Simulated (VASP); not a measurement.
A run of VASP 6.6.1:

File INCAR:

```
SYSTEM = Sb
PREC = Accurate ; ENCUT = 520
EDIFF = 1E-6 ; ISMEAR = -1
SIGMA = 0.05 ; LREAL = .FALSE.
LASPH = .TRUE. ; NELM = 80
ALGO = Normal ; ISIF = 2
LWAVE = .FALSE. ; LCHARG = .TRUE.
GGA = PE ; LELF = .TRUE.
LVHAR = .TRUE. ; NBANDS = 12
```

Contents of KPOINTS:

```
Automatic mesh
0
G
  12 12 7
  0 0 0
```

File POSCAR:

```
Sb
1.0
    3.4350757818      0.0000000000      0.0000000000
   -1.7175378909      2.9748628909      0.0000000000
    0.0000000000      0.0000000000      5.4345363435
Sb
2
Direct
    0.3333333333      0.6666666667      0.2500000000
    0.6666666667      0.3333333333      0.7500000000
```

Potentials or basis: VASP PAW PBE potentials, release 64 (Sb).

Command:

```bash
$ cat potpaw_PBE.64/Sb/POTCAR > POTCAR
$ mpirun -np 1 vasp_std > vasp.out
```

Hardware: 1 thread of Intel Xeon 6975P-C, with other jobs on the host.

How long does it take, and how much memory?

Wall time 50 s on 1 thread of Intel Xeon 6975P-C, on a shared host, peak memory 0.2 GiB. Counts: scf iterations 10, k points 76.
